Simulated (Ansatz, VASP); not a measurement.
## One calculation of Ge, two programs

File POSCAR:

```
Ge
1.0
    0.0000000000      2.8287700000      2.8287700000
    2.8287700000      0.0000000000      2.8287700000
    2.8287700000      2.8287700000      0.0000000000
Ge
2
Direct
    0.5000000000      0.5000000000      0.5000000000
    0.7500000000      0.7500000000      0.7500000000
```

Contents of INCAR.step1:

```
SYSTEM = Ge
PREC     = Accurate       ! precision mode
ENCUT    = 520            ! plane-wave cutoff, eV
ISMEAR   = 0              ! smearing method
SIGMA    = 0.05           ! smearing width, eV
LREAL    = .FALSE.        ! projectors in reciprocal space
LASPH    = .TRUE.         ! aspherical terms in the spheres
NELM     = 80             ! most SCF steps
NBANDS   = 21             ! bands
GGA      = PE             ! functional
ALGO     = Normal         ! electronic algorithm
EDIFF    = 1E-4           ! SCF threshold, eV
LWAVE    = .TRUE.         ! write WAVECAR
LCHARG   = .FALSE.        ! write CHGCAR
```

INCAR.step2

```
SYSTEM = Ge
PREC     = Accurate       ! precision mode
ENCUT    = 520            ! plane-wave cutoff, eV
EDIFF    = 1E-7           ! SCF threshold, eV
ISMEAR   = 0              ! smearing method
SIGMA    = 0.05           ! smearing width, eV
LREAL    = .FALSE.        ! projectors in reciprocal space
LASPH    = .TRUE.         ! aspherical terms in the spheres
NELM     = 80             ! most SCF steps
ALGO     = Normal         ! electronic algorithm
ISIF     = 2              ! what is computed and relaxed
LWAVE    = .FALSE.        ! write WAVECAR
LCHARG   = .TRUE.         ! write CHGCAR
METAGGA  = R2SCAN         ! meta-GGA
LMIXTAU  = .TRUE.       
LELF     = .TRUE.         ! ELF
LVHAR    = .TRUE.       
NBANDS   = 21             ! bands
ISTART   = 1
```

The input KPOINTS:

```
regular mesh
0
G
  10 10 10
  0 0 0
```

Input for Ansatz:

```yaml
crystal:
  lattice:
    - [0.0, 2.82877, 2.82877]
    - [2.82877, 0.0, 2.82877]
    - [2.82877, 2.82877, 0.0]
  atoms:
    - { symbol: Ge, position: [0.5, 0.5, 0.5] }
    - { symbol: Ge, position: [0.75, 0.75, 0.75] }
basis:
  ecutwfc: 500
kpoints:
  mp_grid: { grid: [10, 10, 10] }
hamiltonian:
  xc: r2scan
scf:
  occupations: { method: gaussian, width: 0.05 }
output:
  forces: true
  stress: true
  eigenvalues: true
```

Alike in both runs: task single point; functional r2SCAN; k mesh 10 × 10 × 10; occupations gaussian, width 0.05 eV; no spin polarisation.

```csv
,VASP,Ansatz
version,VASP 6.6.1,Ansatz 0.2.0
potentials or method,"VASP PAW PBE potentials, release 64 (Ge_d), cutoff 520 eV","scalar-relativistic, plane waves, PAW"
valence electrons in the cell,28,28
```

```csv
,VASP,Ansatz,Ansatz less VASP
gap on the k mesh at the Fermi level (eV),0.41,0.44,+0.040
least direct gap on the mesh (eV),0.41,0.44,+0.040
pressure (GPa),0.7,0.7,-0.04
```

VASP's potentials were made for PBE, not for r2SCAN.
